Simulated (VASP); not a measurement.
Wanted: the native input for a VASP 6.6.1 run.

```
Task                   : single point
Functional             : PBE
Potentials or basis    : VASP PAW PBE potentials, release 64 (Cr_pv, I)
Cutoff                 : 520 eV
k mesh                 : 6 × 6 × 6
Occupations            : gaussian, width 0.05 eV
Spin                   : collinear spin, ferromagnetic start
Starting moments       : [3.0, 0.0, 0.0, 0.0] μB
Hubbard terms          : Cr d U = 6.0 eV
Dipole correction      : no
Further INCAR settings : ALGO = Normal; EDIFF = 1e-06; NBANDS = 28
```

The structure of CrI3 lies in POSCAR:

```
CrI3
1.0
    5.5492397566      0.0000000000      0.0000000000
    0.0000000000      5.5492397566      0.0000000000
    0.0000000000      0.0000000000      5.5492397566
Cr I
1 3
Direct
    0.0000000000      0.0000000000      0.0000000000
    0.5000000000      0.0000000000      0.0000000000
    0.0000000000      0.0000000000      0.5000000000
    0.0000000000      0.5000000000      0.0000000000
```

These files were run (other wordings do the same):

INCAR

```
ALGO = Normal
EDIFF = 1E-6
ENCUT = 520
GGA = PE
ISIF = 2
ISMEAR = 0
ISPIN = 2
LASPH = True
LCHARG = False
LDAU = True
LDAUJ = 0 0
LDAUL = 2 -1
LDAUPRINT = 1
LDAUTYPE = 2
LDAUU = 6 0
LMAXMIX = 4
LORBIT = 11
LREAL = False
LWAVE = False
MAGMOM = 3 0 0 0
NBANDS = 28
NELM = 150
PREC = Accurate
SIGMA = 0.05
```

KPOINTS

```
k-points
0
Gamma
  6 6 6
```

Potentials or basis: VASP PAW PBE potentials, release 64 (Cr_pv, I).

Command:

```bash
$ cat potpaw_PBE.64/Cr_pv/POTCAR potpaw_PBE.64/I/POTCAR > POTCAR
$ mpirun -np 1 vasp_std > vasp.out
```

It gave:

- Pressure: 1.8 GPa
- Net moment: 3.17 μB per cell
- Site moments: Cr +3.87; I -0.22 μB
- Valence electrons inside the program's atomic spheres: Cr 10.51; I 4.29

Caveat: an empty level that is flat over the whole mesh can mark a ghost state of the potentials, or a narrow d or f band.

It took 2.7 min on 1 thread of Intel(R) Xeon(R) Platinum 8559C (Emerald Rapids) (shared host), peak memory 0.38 GiB.
